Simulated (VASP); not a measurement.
# SnO (Pmmn) in VASP: notebook, part 2 of 2

VASP 6.6.1. The steps go on from the part before.

## (3) Single point, PBE (atoms displaced along a vibrational mode)

File INCAR:

```
SYSTEM = SnO
PREC = Accurate ; ENCUT = 520
EDIFF = 1E-6 ; ISMEAR = 0
SIGMA = 0.05 ; LREAL = .FALSE.
LASPH = .TRUE. ; NELM = 60
ALGO = Normal ; ISIF = 2
LWAVE = .FALSE. ; LCHARG = .FALSE.
GGA = PE ; NBANDS = 28
```

File KPOINTS:

```
regular mesh
0
G
  10 10 8
  0 0 0
```

File POSCAR:

```
SnO
1.0
    3.8681707514      0.0000000000      0.0000000000
    0.0000000000      3.8681707514      0.0000000000
    0.0000000000      0.0000000000      5.0672768981
Sn O
2 2
Direct
    0.0000000000      0.5000000000      0.2287361932
    0.5000000000      0.0000000000      0.7712638068
    0.0000000000      0.0000000000      0.0177610188
    0.5000000000      0.5000000000     -0.0177610188
```

Potentials or basis: VASP PAW PBE potentials, release 64 (Sn_d, O).

Started as:

```
$ cat potpaw_PBE.64/Sn_d/POTCAR potpaw_PBE.64/O/POTCAR > POTCAR
$ mpirun -np 1 vasp_std > vasp.out
```

OUTCAR:

```text
SYSTEM = SnO
   PREC = Accurate
   ENCUT = 520
   EDIFF = 1E-6
   ISMEAR = 0
   LREAL = .FALSE.
   LASPH = .TRUE.
   NELM = 60
   ISIF = 2
   GGA = PE

 ion  position               nearest neighbor table
   1  0.000  0.500  0.229-   3 2.21   3 2.21   4 2.30   4 2.30   2 3.59   2 3.59   2 3.59   2 3.59

   2  0.500  0.000  0.771-   4 2.21   4 2.21   3 2.30   3 2.30   1 3.59   1 3.59   1 3.59   1 3.59

   3  0.000  0.000  0.018-   1 2.21   1 2.21   2 2.30   2 2.30
   4  0.500  0.500  0.982-   2 2.21   2 2.21   1 2.30   1 2.30

  LATTYP: Found a simple tetragonal cell.
 ALAT       =     3.8681707514
 C/A-ratio  =     1.3099930752

  Lattice vectors:

 A1 = (   3.8681707514,   0.0000000000,   0.0000000000)
 A2 = (   0.0000000000,   3.8681707514,   0.0000000000)
 A3 = (   0.0000000000,   0.0000000000,   5.0672768981)

Analysis of symmetry for initial positions (statically):
=====================================================================
 Subroutine PRICEL returns:
 Original cell was already a primitive cell.

 Routine SETGRP: Setting up the symmetry group for a
 simple tetragonal supercell.

[... 173 lines left out ...]
 E-fermi :   6.3445     XC(G=0):  -9.8227

 val. band max:        6.1325371977   @ k =   0.1000   0.0000   0.0000
 cond. band min:       6.6235118277   @ k =   0.5000   0.5000   0.0000
 fundamental gap:      0.4909746301
 Fermi energy:         6.3445360974

 k-point     1 :       0.0000    0.0000    0.0000
  band No.  band energies     occupation
      1     -15.6214      2.00000
      2     -15.2678      2.00000
      3     -15.2508      2.00000
      4     -15.2382      2.00000
      5     -15.2135      2.00000
      6     -15.2035      2.00000
[... 733 lines left out ...]
     27      13.8924      0.00000
     28      14.4471      0.00000

 [... further k-points ...]

------------------------ aborting loop because EDIFF is reached ----------------------------------------

  FORCE on cell =-STRESS in cart. coord.  units (eV):
  Direction    XX          YY          ZZ          XY          YZ          ZX
  --------------------------------------------------------------------------------------
  -------------------------------------------------------------------------------------
  Total       -0.9142671      1.3274239      0.1964468      0.0000000      0.0000000      0.0000000
  in kB      -19.3195847     28.0500937      4.1511605      0.0000000      0.0000000      0.0000000
  external PRESSURE =       4.2938898 kB  Pullay stress =       0.0000000 kB

 VOLUME and BASIS-vectors are now :
 -----------------------------------------------------------------------------
  energy-cutoff  :      520.00
  volume of cell :       75.82
      direct lattice vectors                 reciprocal lattice vectors
     3.868170751  0.000000000  0.000000000     0.258520129  0.000000000  0.000000000
     0.000000000  3.868170751  0.000000000     0.000000000  0.258520129  0.000000000
     0.000000000  0.000000000  5.067276898     0.000000000  0.000000000  0.197344653

 POSITION                                       TOTAL-FORCE (eV/Angst)
 -----------------------------------------------------------------------------------
      0.00000      1.93409      1.15907         0.000000      0.000000      0.155103
      1.93409      0.00000      3.90821         0.000000      0.000000     -0.155103
      0.00000      0.00000      0.09000         0.000000      0.000000     -0.579365
      1.93409      1.93409      4.97728         0.000000      0.000000      0.579365
 -----------------------------------------------------------------------------------
    total drift:                                0.000000      0.000000      0.000000

  FREE ENERGIE OF THE ION-ELECTRON SYSTEM (eV)
  ---------------------------------------------------
  free  energy   TOTEN  =       -22.6738422171 eV

  energy  without entropy=      -22.6738422171  energy(sigma->0) =      -22.67384222
```

OSZICAR:

```text
N       E                     dE             d eps       ncg     rms          rms(c)
DAV:   1     0.415252184166E+03    0.41525E+03   -0.19851E+04 10368   0.212E+03
DAV:   2     0.384800623398E+02   -0.37677E+03   -0.36196E+03 10352   0.534E+02
DAV:   3    -0.233958449378E+02   -0.61876E+02   -0.60652E+02 11548   0.181E+02
DAV:   4    -0.264336378119E+02   -0.30378E+01   -0.30218E+01 11348   0.429E+01
DAV:   5    -0.265078163653E+02   -0.74179E-01   -0.74166E-01 11000   0.727E+00    0.118E+01
DAV:   6    -0.227321836135E+02    0.37756E+01   -0.18219E+01 16268   0.458E+01    0.512E+00
DAV:   7    -0.226947165805E+02    0.37467E-01   -0.22236E+00 11904   0.881E+00    0.251E+00
DAV:   8    -0.226805659826E+02    0.14151E-01   -0.31762E-01 12500   0.371E+00    0.820E-01
DAV:   9    -0.226727208785E+02    0.78451E-02   -0.51530E-02 16240   0.219E+00    0.255E-01
DAV:  10    -0.226743519617E+02   -0.16311E-02   -0.88066E-03 13520   0.835E-01    0.169E-01
DAV:  11    -0.226738049148E+02    0.54705E-03   -0.28978E-03 15304   0.473E-01    0.239E-02
DAV:  12    -0.226738474261E+02   -0.42511E-04   -0.34639E-04 10516   0.109E-01    0.353E-02
DAV:  13    -0.226738421287E+02    0.52974E-05   -0.45296E-05 13112   0.615E-02    0.342E-03
DAV:  14    -0.226738422171E+02   -0.88417E-07   -0.46466E-06 11084   0.134E-02
   1 F= -.22673842E+02 E0= -.22673842E+02  d E =-.142005E-11
```

It took 8.2 min on 1 thread of Intel Xeon 8259CL, shared host; peak memory 0.41 GiB.

Results:

```yaml
Free_energy: -22.6738 eV
Pressure: 0.4 GPa
Largest_force: 0.579 eV/Å
Band_gap_on_the_k_mesh: 0.49 eV (least direct gap 1.93 eV)
```

Forces in eV/Å, atoms in the order of the input:
```
Sn   0.000  0.000  0.155
Sn   0.000  0.000 -0.155
O    0.000  0.000 -0.579
O    0.000  0.000  0.579
```

Stress tensor (GPa, compression positive):
```
-1.93  0.00  0.00
 0.00  2.81  0.00
 0.00  0.00  0.42
```

Caveat: the cell differs from its parent crystal (atoms displaced along a vibrational mode); semilocal functionals underestimate gaps, and a narrow one can read as zero; spin-orbit coupling is left out, which moves the levels of the heavy elements.

## (4) Single point, PBE (atoms displaced along a vibrational mode)

File INCAR:

```
  PREC = Accurate
  ENCUT = 520
  EDIFF = 1E-6
  ISMEAR = 0
  SIGMA = 0.05
  LREAL = False
  LASPH = True
  NELM = 100
  ALGO = Normal
  ISIF = 2
  LWAVE = False
  LCHARG = True
  GGA = PE
  LELF = True
  LVHAR = True
  NBANDS = 28
```

File KPOINTS:

```
Automatic mesh
0
Gamma
  10 10 8
```

Changes to POSCAR since step 3:

```diff
@@ -10,3 +10,3 @@
     0.5000000000      0.0000000000      0.7712638068
-    0.0000000000      0.0000000000      0.0177610188
-    0.5000000000      0.5000000000     -0.0177610188
+    0.0000000000      0.0000000000      0.0088805094
+    0.5000000000      0.5000000000     -0.0088805094
```

Started as:

```
$ cat potpaw_PBE.64/Sn_d/POTCAR potpaw_PBE.64/O/POTCAR > POTCAR
$ mpirun -np 1 vasp_std > vasp.out
```

Wall time 3.7 min (1 thread of Intel Xeon Platinum 8488C (Sapphire Rapids), shared host); peak memory 0.4 GiB.

The run converged. Its results:

- Free energy: -22.7129 eV
- Pressure: 0.3 GPa
- Largest force: 0.289 eV/Å
- Band gap on the k mesh: 0.50 eV (least direct gap 1.91 eV)

Forces in eV/Å, atoms in the order of the input:
```
Sn   0.000  0.000  0.097
Sn   0.000  0.000 -0.097
O    0.000  0.000 -0.289
O    0.000  0.000  0.289
```

Stress tensor (GPa, compression positive):
```
-0.94  0.00  0.00
 0.00  1.42  0.00
 0.00  0.00  0.27
```

Levels at points of the mesh, in eV from the valence-band top:
```
           k point  band 16  band 17  band 18  band 19  band 20  band 21  band 22  band 23  band 24  band 25
(0.00, 0.00, 0.00)    -5.77    -3.16    -3.00    -2.79     0.00     1.91     4.06     4.86     4.98     5.37
(0.50, 0.00, 0.00)    -4.70    -4.56    -4.56    -2.30    -2.30     2.84     2.84     5.67     5.67     6.10
(0.00, 0.50, 0.00)    -4.55    -4.39    -4.39    -2.36    -2.36     3.23     3.23     5.67     5.67     5.77
(0.50, 0.50, 0.00)    -4.75    -2.27    -2.27    -1.72    -1.72     0.50     0.50     4.57     4.57     6.80
(0.00, 0.00, 0.50)    -3.41    -3.21    -3.02    -2.79    -1.93     1.72     3.20     3.44     3.76     7.61
(0.50, 0.00, 0.50)    -5.10    -4.53    -4.53    -1.49    -1.49     2.40     2.40     5.72     5.72     6.18
(0.00, 0.50, 0.50)    -4.91    -4.37    -4.37    -1.57    -1.57     2.55     2.55     5.40     5.40     6.55
(0.50, 0.50, 0.50)    -5.08    -2.44    -2.44    -2.15    -2.15     2.59     2.59     3.77     3.77     5.50
```

Caveat: the cell differs from its parent crystal (atoms displaced along a vibrational mode); semilocal functionals underestimate gaps, and a narrow one can read as zero; spin-orbit coupling is left out, which moves the levels of the heavy elements. A k mesh can miss the band edges.

## (5) Single point, PBE (atoms displaced along a vibrational mode)

File INCAR:

```
PREC = Accurate
ENCUT = 520
EDIFF = 1E-6
ISMEAR = 0
SIGMA = 0.05
LREAL = False
LASPH = True
NELM = 60
ALGO = Normal
ISIF = 2
LWAVE = False
LCHARG = False
GGA = PE
NBANDS = 28
```

KPOINTS is that of step 4.

Changes to POSCAR since step 4:

```diff
@@ -10,3 +10,3 @@
     0.5000000000      0.0000000000      0.7712638068
-    0.0000000000      0.0000000000      0.0088805094
-    0.5000000000      0.5000000000     -0.0088805094
+    0.0000000000      0.0000000000      0.0029601698
+    0.5000000000      0.5000000000     -0.0029601698
```

Started as:

```
$ cat potpaw_PBE.64/Sn_d/POTCAR potpaw_PBE.64/O/POTCAR > POTCAR
$ mpirun -np 1 vasp_std > vasp.out
```

It took 3.4 min on 1 thread of Intel Xeon Platinum 8488C (Sapphire Rapids), shared host; peak memory 0.41 GiB.

It converged, with:

| Item | Value |
| --- | --- |
| Free energy | -22.7245 eV |
| Pressure | 0.2 GPa |
| Largest force | 0.097 eV/Å |
| Band gap on the k mesh | 0.50 eV (least direct gap 1.91 eV) |

Forces in eV/Å, atoms in the order of the input:
```
Sn   0.000  0.000  0.079
Sn   0.000  0.000 -0.079
O    0.000  0.000 -0.097
O    0.000  0.000  0.097
```

Stress tensor (GPa, compression positive):
```
-0.21  0.00  0.00
 0.00  0.58  0.00
 0.00  0.00  0.23
```

Levels at points of the mesh, in eV from the valence-band top:
| k point | band 18 | band 19 | band 20 | band 21 | band 22 | band 23 |
| --- | --- | --- | --- | --- | --- | --- |
| (0.00, 0.00, 0.00) | -2.92 | -2.85 | 0.00 | 1.91 | 4.06 | 4.90 |
| (0.50, 0.00, 0.00) | -4.50 | -2.32 | -2.32 | 2.97 | 2.97 | 5.68 |
| (0.00, 0.50, 0.00) | -4.44 | -2.34 | -2.34 | 3.10 | 3.10 | 5.68 |
| (0.50, 0.50, 0.00) | -2.25 | -1.74 | -1.74 | 0.50 | 0.50 | 4.56 |
| (0.00, 0.00, 0.50) | -2.94 | -2.86 | -1.94 | 1.72 | 3.27 | 3.35 |
| (0.50, 0.00, 0.50) | -4.47 | -1.52 | -1.52 | 2.45 | 2.45 | 5.61 |
| (0.00, 0.50, 0.50) | -4.42 | -1.55 | -1.55 | 2.50 | 2.50 | 5.51 |
| (0.50, 0.50, 0.50) | -2.36 | -2.23 | -2.23 | 2.61 | 2.61 | 3.75 |

Caveat: the cell differs from its parent crystal (atoms displaced along a vibrational mode); semilocal functionals underestimate gaps, and a narrow one can read as zero; spin-orbit coupling is left out, which moves the levels of the heavy elements.

## (6) Summary

```tsv
cell	gap on the mesh (eV)	pressure (GPa)	largest force (eV/Å)
as given, atomic positions A	0.48	0.6	0.77
as given, atomic positions B	0.49	0.4	0.58
as given, atomic positions C	0.50	0.3	0.29
as given, atomic positions D	0.50	0.2	0.10
```

Alike in all rows: task single point; level PBE; potentials or basis VASP PAW PBE potentials, release 64 (Sn_d, O); no spin polarisation; k mesh 10 × 10 × 8; cutoff (eV) 520; smearing gaussian 0.05 eV.

Caveats: semilocal functionals underestimate gaps, and a narrow one can read as zero; spin-orbit coupling is left out, which moves the levels of the heavy elements; the stress differs along the axes, from -3 to 4 GPa (at least some runs).

Total energies depend on the potentials used, so only differences within one code and one set of settings carry meaning.
